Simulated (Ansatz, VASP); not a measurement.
# Ge in VASP and in Ansatz

```
CELL_PARAMETERS angstrom
0.00000 2.65197 2.82877
3.00557 0.00000 2.82877
3.00557 2.65197 0.00000
ATOMIC_POSITIONS crystal
Ge 0.50000 0.50000 0.50000
Ge 0.75000 0.75000 0.75000
```

Change from the starting cell: strain +0.0625 x Voigt [1, -1, 0, 0, 0, 0], atoms carried along.

Alike in both runs: task single point; functional PBEsol; k mesh 14 × 14 × 14; occupations gaussian, width 0.15 eV; no spin polarisation.

|  | VASP | Ansatz |
| --- | --- | --- |
| version | VASP 6.6.1 | Ansatz 0.2.0 |
| potentials or method | VASP PAW PBE potentials, release 64 (Ge_d), cutoff 520 eV | scalar-relativistic, plane waves, PAW |
| valence electrons in the cell | 28 | 28 |

```tsv
	VASP	Ansatz	Ansatz less VASP
gap on the k mesh at the Fermi level (eV)	none	none	-
pressure (GPa)	0.5	0.9	+0.39
traceless stress, the component that is largest in VASP (GPa)	-4.66	-4.65	+0.013
```

VASP's potentials were made for PBE, not for PBEsol. A gap of «none» marks a metal or a gap that the smearing closes.
